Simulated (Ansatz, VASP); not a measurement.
Two plane-wave programs on Hf

INCAR

```
ALGO = Normal ; DIPOL = 0.5 0.5 0.377
EDIFF = 1E-6 ; ENCUT = 400
GGA = PS ; GGA_COMPAT = False
IDIPOL = 3 ; ISIF = 2
ISMEAR = 1 ; IVDW = 12
LASPH = True ; LCHARG = True
LDIPOL = True ; LELF = True
LREAL = False ; LVACPOTAV = True
LVHAR = True ; LWAVE = False
NBANDS = 22 ; NELM = 120
NELMDL = -8 ; PREC = Accurate
SIGMA = 0.1
```

File KPOINTS:

```
k-points
0
Gamma
  12 12 1
```

Contents of POSCAR:

```
Hf
1.0
    3.1238469090      0.0000000000      0.0000000000
   -1.5619234545      2.7053307807      0.0000000000
    0.0000000000      0.0000000000     24.9702564757
Hf
3
Direct
    0.6666666667      0.3333333333      0.2803335243
    0.3333333333      0.6666666667      0.3740164636
    0.6666666667      0.3333333333      0.4754059640
```

Input for Ansatz:

```yaml
crystal:
  lattice:
    - [3.123846909, 0.0, 0.0]
    - [-1.5619234545, 2.7053307807, 0.0]
    - [0.0, 0.0, 24.9702564757]
  atoms:
    - { symbol: Hf, position: [0.6666666667, 0.3333333333, 0.2803335243] }
    - { symbol: Hf, position: [0.3333333333, 0.6666666667, 0.3740164636] }
    - { symbol: Hf, position: [0.6666666667, 0.3333333333, 0.475405964] }
basis:
  ecutwfc: 420
kpoints:
  mp_grid: { grid: [12, 12, 1] }
hamiltonian:
  xc: pbesol
  dispersion: d3bj
  pseudopotentials: { kind: paw, azcp: { folder: soft_1 } }
scf:
  occupations: { method: methfessel_paxton, width: 0.1 }
  n_extra_bands: 7
  max_iter: 160
output:
  forces: true
  eigenvalues: true
  write_density: true
  write_potential: true
  elf: true
  volumetric_format: npy
efield:
  axis: 3
  dipole_correction: true
```

Alike in both runs: task single point; functional PBEsol; dispersion D3(BJ); k mesh 12 × 12 × 1; occupations methfessel-paxton of order 1, width 0.1 eV; no spin polarisation.

|  | VASP | Ansatz |
| --- | --- | --- |
| version | VASP 6.6.1 | Ansatz 0.2.0 |
| potentials or method | VASP PAW PBE potentials, release 64 (Hf_pv), cutoff 400 eV | scalar-relativistic, plane waves, PAW |
| valence electrons in the cell | 30 | 78 |

|  | VASP | Ansatz | Ansatz less VASP |
| --- | --- | --- | --- |
| gap on the k mesh at the Fermi level (eV) | none | none | - |
| rms of the force components (eV/Å) | 0.289 | 0.292 | +0.0028 |

VASP's potentials were made for PBE, not for PBEsol, and Ansatz warns of the same on its side. Atom by atom the forces differ by 0.018 eV/Å (rms over components). A gap of «none» marks a metal or a gap that the smearing closes. VASP's potentials hold 30 valence electrons a cell and Ansatz's 78, so a difference there can come from the potentials and not from the codes. Ansatz's warnings: xc potential rough in thin density.

Neither program's run includes spin-orbit coupling.
